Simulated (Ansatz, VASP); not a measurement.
**WSe2: VASP beside Ansatz**

INCAR

```
SYSTEM = WSe2
PREC     = Accurate       ! precision mode
ENCUT    = 520            ! plane-wave cutoff, eV
EDIFF    = 1E-6           ! SCF threshold, eV
ISMEAR   = 0              ! smearing method
SIGMA    = 0.05           ! smearing width, eV
LREAL    = .FALSE.        ! projectors in reciprocal space
LASPH    = .TRUE.         ! aspherical terms in the spheres
NELM     = 100            ! most SCF steps
ALGO     = Normal         ! electronic algorithm
ISIF     = 2              ! what is computed and relaxed
LWAVE    = .FALSE.        ! write WAVECAR
LCHARG   = .TRUE.         ! write CHGCAR
GGA      = PE             ! functional
LELF     = .TRUE.         ! ELF
LVHAR    = .TRUE.       
NBANDS   = 64             ! bands
```

The input KPOINTS:

```
regular mesh
0
G
  12 12 1
  0 0 0
```

POSCAR

```
WSe2
1.0
    3.3206779314      0.0000000000      0.0000000000
   -1.6603389657      2.8757914463      0.0000000000
    0.0000000000      0.0000000000     36.8316024967
W Se
4 8
Direct
    0.6666666667      0.3333333333      0.9017078408
    0.6666666667      0.3333333333      0.2946354236
    0.3333333333      0.6666666667      0.7053645764
    0.3333333333      0.6666666667      0.0982921592
    0.3333333333      0.6666666667      0.9449957770
    0.3333333333      0.6666666667      0.3379184716
    0.6666666667      0.3333333333      0.7486532095
    0.6666666667      0.3333333333      0.1415801562
    0.3333333333      0.6666666667      0.8584198438
    0.3333333333      0.6666666667      0.2513467905
    0.6666666667      0.3333333333      0.6620815284
    0.6666666667      0.3333333333      0.0550042230
```

Input for Ansatz:

```yaml
crystal:
  lattice:
    - [3.3206779314, 0.0, 0.0]
    - [-1.6603389657, 2.8757914463, 0.0]
    - [0.0, 0.0, 36.8316024967]
  atoms:
    - { symbol: W, position: [0.6666666667, 0.3333333333, 0.9017078408] }
    - { symbol: W, position: [0.6666666667, 0.3333333333, 0.2946354236] }
    - { symbol: W, position: [0.3333333333, 0.6666666667, 0.7053645764] }
    - { symbol: W, position: [0.3333333333, 0.6666666667, 0.0982921592] }
    - { symbol: Se, position: [0.3333333333, 0.6666666667, 0.944995777] }
    - { symbol: Se, position: [0.3333333333, 0.6666666667, 0.3379184716] }
    - { symbol: Se, position: [0.6666666667, 0.3333333333, 0.7486532095] }
    - { symbol: Se, position: [0.6666666667, 0.3333333333, 0.1415801562] }
    - { symbol: Se, position: [0.3333333333, 0.6666666667, 0.8584198438] }
    - { symbol: Se, position: [0.3333333333, 0.6666666667, 0.2513467905] }
    - { symbol: Se, position: [0.6666666667, 0.3333333333, 0.6620815284] }
    - { symbol: Se, position: [0.6666666667, 0.3333333333, 0.055004223] }
basis:
  ecutwfc: 420
kpoints:
  mp_grid: { grid: [12, 12, 1] }
hamiltonian:
  xc: pbe
scf:
  occupations: { method: gaussian, width: 0.05 }
output:
  forces: true
  stress: true
  eigenvalues: true
```

Change from the starting cell: strain -0.0500 x Voigt [0, 0, 1, 0, 0, 0], atoms carried along.

Alike in both runs: task single point; functional PBE; k mesh 12 × 12 × 1; occupations gaussian, width 0.05 eV; no spin polarisation.

|  | VASP | Ansatz |
| --- | --- | --- |
| version | VASP 6.6.1 | Ansatz 0.2.0 |
| potentials or method | VASP PAW PBE potentials, release 64 (W_sv, Se), cutoff 520 eV | scalar-relativistic, plane waves, PAW |
| valence electrons in the cell | 104 | 184 |

VASP gave:

- gap on the k mesh at the Fermi level (eV): 1.07
- least direct gap on the mesh (eV): 1.35
- rms of the force components (eV/Å): 0.774

Problem. Estimate Ansatz's values.

Solution. gap on the k mesh at the Fermi level (eV): 1.08; least direct gap on the mesh (eV): 1.35; rms of the force components (eV/Å): 0.747.

Atom by atom the forces differ by 0.027 eV/Å (rms over components). The functional is the same, so the differences come from potentials, cutoffs and numerics. VASP's potentials hold 104 valence electrons a cell and Ansatz's 184, so a difference there can come from the potentials and not from the codes.

Neither program's run includes spin-orbit coupling.
